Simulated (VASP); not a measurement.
# ZrP3 (I4/mmm) in VASP: relaxation of the atoms with r2SCAN

Aim: the relaxation of the atoms of ZrP3 with r2SCAN.

Everything below comes from runs of VASP 6.6.1. Logs are shortened: lines on timing, memory, paths and dates and some standing lists are left out, and cuts for length are marked.

## Step 1: The cell of the first run

It takes space group I4/mmm (No. 139, tetragonal). The conventional cell has a = 3.976 Å, b = 3.976 Å, c = 8.740 Å, α = 90.00°, β = 90.00°, γ = 90.00°. Zr (site symmetry 4/mmm) has 12 P at 2.81 to 2.95 Å within 3.7 Å. Within 3.7 Å of P (site symmetry 4/mmm) lie 4 Zr at 2.81 Å and 8 P at 2.95 Å. P (site symmetry -4m2) has 8 P at 2.81 to 2.95 Å and 4 Zr at 2.95 Å within 3.7 Å.

## Step 2: Relaxation of the atoms, r2SCAN

Contents of POSCAR:

```
ZrP3
1.0
    0.0000000000      3.9761100000      0.0000000000
    3.9761100000      0.0000000000      0.0000000000
    1.9880550000      1.9880550000     -4.3701160000
Zr P
1 3
Direct
    0.0000000000      0.0000000000      0.0000000000
    0.5000000000      0.5000000000      0.0000000000
    0.7500000000      0.2500000000      0.5000000000
    0.2500000000      0.7500000000      0.5000000000
```

Contents of INCAR.step1:

```
SYSTEM = ZrP3
PREC = Accurate
ENCUT = 520
ISMEAR = 0
SIGMA = 0.1008
LREAL = .False.
LASPH = .True.
NELM = 80
GGA = PE
ALGO = Normal
EDIFF = 1E-4
LWAVE = .True.
LCHARG = .False.
```

Contents of INCAR.step2:

```
SYSTEM = ZrP3
PREC = Accurate
ENCUT = 520
EDIFF = 1E-6
ISMEAR = 0
SIGMA = 0.1008
LREAL = .False.
LASPH = .True.
NELM = 80
ALGO = Normal
ISIF = 2
LWAVE = .False.
LCHARG = .False.
METAGGA = R2SCAN
LMIXTAU = .True.
IBRION = 2
NSW = 60
EDIFFG = -0.03
ISTART = 1
```

Contents of KPOINTS:

```
Automatic mesh
0
Gamma
  8 8 8
  0 0 0
```

Potentials or basis: VASP PAW PBE potentials, release 64 (Zr_sv, P).

Command:

```sh
$ cat potpaw_PBE.64/Zr_sv/POTCAR potpaw_PBE.64/P/POTCAR > POTCAR
$ cp INCAR.step1 INCAR
$ mpirun -np 1 vasp_std > vasp.out
$ cp INCAR.step2 INCAR
$ mpirun -np 1 vasp_std > vasp.out
```

OUTCAR:

```text
SYSTEM = ZrP3
   PREC = Accurate
   ENCUT = 520
   EDIFF = 1E-6
   ISMEAR = 0
   LREAL = .False.
   LASPH = .True.
   NELM = 80
   ISIF = 2
   METAGGA = R2SCAN
   IBRION = 2
   NSW = 60
   EDIFFG = -0.03
   ISTART = 1

 ion  position               nearest neighbor table
   1  0.000  0.000  0.000-   2 2.81   2 2.81   2 2.81   2 2.81   3 2.95   3 2.95   4 2.95   4 2.95
                             4 2.95   3 2.95   4 2.95   3 2.95
   2  0.500  0.500  0.000-   1 2.81   1 2.81   1 2.81   1 2.81   4 2.95   4 2.95   3 2.95   3 2.95
                             4 2.95   3 2.95   4 2.95   3 2.95
   3  0.750  0.250  0.500-   4 2.81   4 2.81   4 2.81   4 2.81   1 2.95   1 2.95   2 2.95   2 2.95
                             1 2.95   1 2.95   2 2.95   2 2.95
   4  0.250  0.750  0.500-   3 2.81   3 2.81   3 2.81   3 2.81   2 2.95   2 2.95   1 2.95   1 2.95
                             1 2.95   1 2.95   2 2.95   2 2.95

  LATTYP: Found a body centered tetragonal cell.
 ALAT       =     3.9761100000
 C/A-ratio  =     2.1981866699

  Lattice vectors:

 A1 = (  -1.9880550000,   1.9880550000,   4.3701160000)
 A2 = (   1.9880550000,  -1.9880550000,   4.3701160000)
 A3 = (   1.9880550000,   1.9880550000,  -4.3701160000)

Analysis of symmetry for initial positions (statically):
=====================================================================
 Subroutine PRICEL returns:
 Original cell was already a primitive cell.

 Routine SETGRP: Setting up the symmetry group for a
 body centered tetragonal supercell.

 Subroutine GETGRP returns: Found 16 space group operations
 (whereof 16 operations were pure point group operations)
 out of a pool of 16 trial point group operations.

The static configuration has the point symmetry D_4h.

Analysis of symmetry for dynamics (positions and initial velocities):
=====================================================================
 Subroutine PRICEL returns:
 Original cell was already a primitive cell.

 Routine SETGRP: Setting up the symmetry group for a
 body centered tetragonal supercell.

 Subroutine GETGRP returns: Found 16 space group operations
 (whereof 16 operations were pure point group operations)
 out of a pool of 16 trial point group operations.

The dynamic configuration has the point symmetry D_4h.

 Subroutine INISYM returns: Found 16 space group operations
 (whereof 16 operations are pure point group operations),
 and found     1 'primitive' translations

----------------------------------------------------------------------------------------
[... 103 lines left out ...]
   ISIF   =      2    stress and relaxation
   ISYM   =      2    0-nonsym 1-usesym 2-fastsym
   POTIM  = 0.5000    time-step for ionic-motion
   TEBEG  =    0.0;   TEEND  =   0.0 temperature during run
   PSTRESS=    0.0 pullay stress
   NELECT =      27.0000    total number of electrons
   NUPDOWN=      -1.0000    fix difference up-down
   EMIN   =  10.00;   EMAX   =-10.00  energy-range for DOS
   EFERMI =   0.00;   METHOD = LEGACY
   ISMEAR =     0;   SIGMA  =   0.10  broadening in eV -4-tet -1-fermi 0-gaus
   EFERMI_NEDOS =   21; number of points for ismear=-14 and -15
   IALGO  =     38    algorithm
   IMIX   =      4    mixing-type and parameters
     AMIX     =   0.40;   BMIX     =  1.00
     AMIX_MAG =   1.60;   BMIX_MAG =  1.00
  volume/ion in A,a.u.               =      17.27       116.56
  Fermi-wavevector in a.u.,A,eV,Ry     =   1.196905  2.261822 19.491440  1.432580
  Thomas-Fermi vector in A             =   2.332833
   LORBIT       =      0    0 simple, 1 ext, 2 COOP (PROOUT), +10 PAW based schemes
   METAGGA = R2SCAN    functional components
   LHFCALC =     F    Hartree Fock is set to
   AEXX    =    0.0000 exact exchange contribution
   IVDW    =     0    specifies the selected vdW correction
   LEPSILON=     F    determine dielectric tensor
   LRPA    =     F    only Hartree local field effects (RPA)
 conjugate gradient relaxation of ions
 non-spin polarized calculation
 Gauss-broadening in eV      SIGMA  =   0.10
  energy-cutoff  :      520.00
  volume of cell :       69.09
 maximum number of plane-waves:      1885
 NGX is ok and might be reduce to    30
   NGX = 15   NGY = 15   NGZ = 19

 number of electron      27.0000000 magnetization

 Free energy of the ion-electron system (eV)
  ---------------------------------------------------
  ext. energy  EPLUGINS =         0.00000000
  ---------------------------------------------------
  free energy    TOTEN  =       -50.32109592 eV

  energy without entropy =      -50.30918559  energy(sigma->0) =      -50.31514075

 E-fermi :   9.0902     XC(G=0): -11.8480

 val. band max:        9.0606874630   @ k =  -0.1250   0.0000   0.3750
 cond. band min:       9.0941155989   @ k =   0.0000   0.0000   0.5000
 fundamental gap:      0.0334281359
 Fermi energy:         9.0901966646

 k-point     1 :       0.0000    0.0000    0.0000
  band No.  band energies     occupation
      1     -42.3367      2.00000
      2     -19.6580      2.00000
      3     -19.6580      2.00000
      4     -19.6099      2.00000
      5      -5.6326      2.00000
      6      -0.1360      2.00000
[... 457 lines left out ...]
      4     -19.6066      2.00000
      5      -4.3308      2.00000
      6      -1.5063      2.00000
[... 9 lines left out ...]
     16      10.9841      0.00000
     17      11.9485      0.00000

 [... further k-points ...]

------------------------ aborting loop because EDIFF is reached ----------------------------------------

  FORCE on cell =-STRESS in cart. coord.  units (eV):
  Direction    XX          YY          ZZ          XY          YZ          ZX
  --------------------------------------------------------------------------------------
  -------------------------------------------------------------------------------------
  Total       -5.2147310     -5.2147310     -0.4090246      0.0000000      0.0000000      0.0000000
  in kB     -120.9296362   -120.9296362     -9.4852815      0.0000000      0.0000000      0.0000000
  external PRESSURE =     -83.7815180 kB  Pullay stress =       0.0000000 kB

 VOLUME and BASIS-vectors are now :
 -----------------------------------------------------------------------------
  energy-cutoff  :      520.00
  volume of cell :       69.09
      direct lattice vectors                 reciprocal lattice vectors
     0.000000000  3.976110000  0.000000000     0.000000000  0.251502096  0.114413439
     3.976110000  0.000000000  0.000000000     0.251502096  0.000000000  0.114413439
     1.988055000  1.988055000 -4.370116000     0.000000000  0.000000000 -0.228826878

 POSITION                                       TOTAL-FORCE (eV/Angst)
 -----------------------------------------------------------------------------------
      0.00000      0.00000      0.00000         0.000000     -0.000000     -0.000000
      1.98805      1.98805      0.00000         0.000000     -0.000000     -0.000000
      1.98805      3.97611     -2.18506        -0.000000      0.000000      0.000000
      3.97611      1.98805     -2.18506         0.000000     -0.000000     -0.000000
 -----------------------------------------------------------------------------------
    total drift:                                0.000000     -0.000000     -0.000000

  FREE ENERGIE OF THE ION-ELECTRON SYSTEM (eV)
  ---------------------------------------------------
  free  energy   TOTEN  =       -50.3210959246 eV

  energy  without entropy=      -50.3091855850  energy(sigma->0) =      -50.31514075

 reached required accuracy - stopping structural energy minimisation
```

OUTCAR.step1:

```text
SYSTEM = ZrP3
   PREC = Accurate
   ENCUT = 520
   ISMEAR = 0
   LREAL = .False.
   LASPH = .True.
   NELM = 80
[... 713 lines left out ...]
      1.98805      1.98805      0.00000         0.000000      0.000000      0.000000
      1.98805      3.97611     -2.18506         0.000000     -0.000000     -0.000000
      3.97611      1.98805     -2.18506        -0.000000      0.000000      0.000000
 -----------------------------------------------------------------------------------
    total drift:                                0.000000     -0.000000     -0.000000

  FREE ENERGIE OF THE ION-ELECTRON SYSTEM (eV)
  ---------------------------------------------------
  free  energy   TOTEN  =       -25.5214068528 eV

  energy  without entropy=      -25.5085004545  energy(sigma->0) =      -25.51495365
```

OSZICAR.step1:

```text
N       E                     dE             d eps       ncg     rms          rms(c)
DAV:   1     0.158685792821E+03    0.15869E+03   -0.13120E+04  2006   0.144E+03
DAV:   2    -0.169787136408E+02   -0.17566E+03   -0.17358E+03  2537   0.312E+02
DAV:   3    -0.265991042995E+02   -0.96204E+01   -0.94323E+01  3593   0.611E+01
DAV:   4    -0.268323334091E+02   -0.23323E+00   -0.23207E+00  2716   0.872E+00
DAV:   5    -0.268371911348E+02   -0.48577E-02   -0.48489E-02  3242   0.108E+00    0.133E+01
DAV:   6    -0.255637494350E+02    0.12734E+01   -0.71227E+00  2612   0.132E+01    0.574E+00
DAV:   7    -0.255332370244E+02    0.30512E-01   -0.34006E-01  2791   0.346E+00    0.287E+00
DAV:   8    -0.255209372403E+02    0.12300E-01   -0.47356E-02  2616   0.147E+00    0.317E-01
DAV:   9    -0.255213085585E+02   -0.37132E-03   -0.29946E-03  3142   0.395E-01    0.144E-01
DAV:  10    -0.255214068528E+02   -0.98294E-04   -0.48962E-04  2605   0.191E-01
   1 F= -.25521407E+02 E0= -.25514954E+02  d E =-.129064E-01
```

Run time: 2.3 min. Hardware: 1 thread of Intel Xeon 6975P-C (Granite Rapids), shared host; peak memory 0.22 GiB.

Results:

```
Free energy             : -50.3211 eV
Pressure after relaxing : -8.4 GPa
Band gap on the k mesh  : zero (an odd number of electrons rules out a gap without spin polarisation)
```

Final structure:
```
Zr P
1.0
     0.00000    3.97611    0.00000
     3.97611    0.00000    0.00000
     1.98805    1.98805   -4.37012
Zr P
1 3
Direct
  0.00000 0.00000 0.00000
  0.50000 0.50000 0.00000
  0.75000 0.25000 0.50000
  0.25000 0.75000 0.50000
```

Caveat: the PAW data sets were made with another functional, which shifts forces and pressure a little; an odd number of electrons without spin polarisation forces a metal; a magnetic or distorted state may lie lower.

The gap in the log of VASP goes by the Fermi energy; the results here count the filled bands.